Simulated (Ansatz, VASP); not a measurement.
# YHg2: VASP beside Ansatz

```
Y Hg
1.0
     4.67558    0.00000    0.00000
    -2.33779    4.04917    0.00000
     0.00000    0.00000    3.53600
Y Hg
1 2
Direct
  0.00000 0.00000 0.00000
  0.33333 0.66667 0.50000
  0.66667 0.33333 0.50000
```

Change from the starting cell: equal xx and yy strain of -2 %.

Alike in both runs: task single point; functional PBEsol; k mesh 10 × 10 × 12; occupations fermi-dirac, width 0.03 eV; no spin polarisation.

|  | VASP | Ansatz |
| --- | --- | --- |
| version | VASP 6.6.1 | Ansatz 0.2.0 |
| potentials or method | VASP PAW PBE potentials, release 64 (Y_sv, Hg), cutoff 520 eV | all-electron LAPW, scalar-relativistic |

VASP gave:

| Property | Result |
| --- | --- |
| pressure (GPa) | 5.3 |
| traceless stress, the component that is largest in VASP (GPa) | -4.97 |

Estimate Ansatz's values.

pressure (GPa): 4.8; traceless stress, the component that is largest in VASP (GPa): -4.56.

VASP's potentials were made for PBE, not for PBEsol. Ansatz ran all-electron here, and VASP with PAW potentials.

Spin-orbit coupling is off throughout.
